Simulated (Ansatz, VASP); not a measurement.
**PbS: VASP beside Ansatz**

```xyz
2
Lattice="2.0070 1.1588 3.4519 -2.0070 1.1588 3.4519 0.0000 -2.3175 3.4519" Properties=species:S:1:pos:R:3 pbc="T T T"
Pb    0.0000    0.0000   10.1545
S     0.0000    0.0000    4.9194
```

Alike in both runs: task single point; functional LDA; k mesh 6 × 6 × 6; occupations fermi-dirac, width 0.02 eV; no spin polarisation.

|  | VASP | Ansatz |
| --- | --- | --- |
| version | VASP 6.6.1 | Ansatz 0.2.0 |
| potentials or method | VASP PAW LDA potentials, release 64 (Pb_d, S), cutoff 500 eV | plane waves, PAW |
| valence electrons in the cell | 20 | 20 |

Ansatz gave:

- pressure (GPa): 2.1
- traceless stress, the component that is largest in VASP (GPa): -1.15

Question: Which values does VASP return?

Answer: Pressure (GPa): 2.2; traceless stress, the component that is largest in VASP (GPa): -1.13.

LDA's correlation is that of Perdew and Zunger in VASP and of Perdew and Wang (1992) in Ansatz.

Neither program's run includes spin-orbit coupling.
